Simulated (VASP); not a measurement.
A run of VASP 6.6.1 is set up as follows.

File INCAR:

```
SYSTEM = Re
PREC     = Accurate       ! precision mode
ENCUT    = 520            ! plane-wave cutoff, eV
EDIFF    = 1E-6           ! SCF threshold, eV
ISMEAR   = -1             ! smearing method
SIGMA    = 0.1            ! smearing width, eV
LREAL    = .FALSE.        ! projectors in reciprocal space
LASPH    = .TRUE.         ! aspherical terms in the spheres
NELM     = 80             ! most SCF steps
ALGO     = Normal         ! electronic algorithm
ISIF     = 2              ! what is computed and relaxed
LWAVE    = .FALSE.        ! write WAVECAR
LCHARG   = .TRUE.         ! write CHGCAR
LELF     = .TRUE.         ! ELF
LVHAR    = .TRUE.       
NBANDS   = 10             ! bands
```

File KPOINTS:

```
Automatic mesh
0
G
  16 16 16
  0 0 0
```

Contents of POSCAR:

```
Re
1.0
    0.0000000000      2.0044799193      2.0044799193
    2.0044799193      0.0000000000      2.0044799193
    2.0044799193      2.0044799193      0.0000000000
Re
1
Direct
    0.0000000000      0.0000000000      0.0000000000
```

Potentials or basis: VASP PAW LDA potentials, release 64 (Re).

Launch:

```sh
$ cat potpaw_LDA.64/Re/POTCAR > POTCAR
$ mpirun -np 1 vasp_std > vasp.out
```

Q: Predict the pressure.

A: -35.0 GPa.

Q: Estimate the band gap on the k mesh.

A: Zero (an odd number of electrons rules out a gap without spin polarisation).

Caveat: the cell stands under tension; spin-orbit coupling is left out, which moves the levels of the heavy elements.
